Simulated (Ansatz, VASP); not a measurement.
## One calculation of Cr2Ge6Mo, two programs

```
Cr Ge Mo
1.0
    -1.63729    4.07190    4.90128
     1.63729   -4.07190    4.90128
     1.63729    4.07190   -4.90128
Cr Ge Mo
2 6 1
Direct
  0.33342 0.33342 0.00000
  0.66658 0.66658 0.00000
  0.34205 0.00000 0.34205
  0.66807 0.32944 0.33862
  0.00918 0.67056 0.33862
  0.65795 0.00000 0.65795
  0.99082 0.32944 0.66138
  0.33193 0.67056 0.66138
  0.00000 0.00000 0.00000
```

Alike in both runs: task single point; functional PBE; k mesh 6 × 6 × 6; occupations gaussian, width 0.1 eV; no spin polarisation.

|  | VASP | Ansatz |
| --- | --- | --- |
| version | VASP 6.6.1 | Ansatz 0.2.0 |
| potentials or method | VASP PAW PBE potentials, release 64 (Cr_pv, Ge_d, Mo_sv), cutoff 520 eV | scalar-relativistic, plane waves, PAW |
| valence electrons in the cell | 122 | 126 |

```tsv
	VASP	Ansatz	Ansatz less VASP
gap on the k mesh at the Fermi level (eV)	none	none	-
pressure (GPa)	0.1	0.0	-0.15
traceless stress, the component that is largest in VASP (GPa)	-0.17	-0.16	+0.016
rms of the force components (eV/Å)	0.009	0.008	-0.0018
```

Atom by atom the forces differ by 0.004 eV/Å (rms over components). A gap of «none» marks a metal or a gap that the smearing closes. The functional is the same, so the differences come from potentials, cutoffs and numerics. VASP's potentials hold 122 valence electrons a cell and Ansatz's 126, so a difference there can come from the potentials and not from the codes.
